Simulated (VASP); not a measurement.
# Ag: single point with PBEsol+D4

The system is Ag.

```xyz
1
Lattice="-1.5995 1.5995 1.5995 1.5995 -1.5995 1.5995 1.5995 1.5995 -1.5995" Properties=species:S:1:pos:R:3 pbc="T T T"
Ag    0.0000    0.0000    0.0000
```

```yaml
Program: VASP 6.6.1
Task: single point
Functional: PBEsol
Dispersion: D4
Potentials_or_basis: VASP PAW PBE potentials, release 64 (Ag)
Cutoff: 520 eV
k_mesh: 11 × 11 × 11
Occupations: fermi-dirac, width 0.05 eV
Spin: no spin polarisation
```

```yaml
Pressure: -0.2 GPa
Dispersion_energy_per_atom: -0.344 eV
```

Levels at points of the mesh, in eV from the Fermi level:
```tsv
k point	band 3	band 4	band 5	band 6	band 7	band 8	band 9	band 10
(0.00, 0.00, 0.00)	-5.02	-5.02	-3.58	-3.58	18.11	18.11	18.11	24.88
```

Wall time 6.1 s on 1 thread of Intel Xeon 6975P-C, on a shared host, peak memory 0.14 GiB.

Caveat: the PAW data sets were made with another functional, which shifts forces and pressure a little; pairwise dispersion overbinds metals, which lowers pressure and volume.
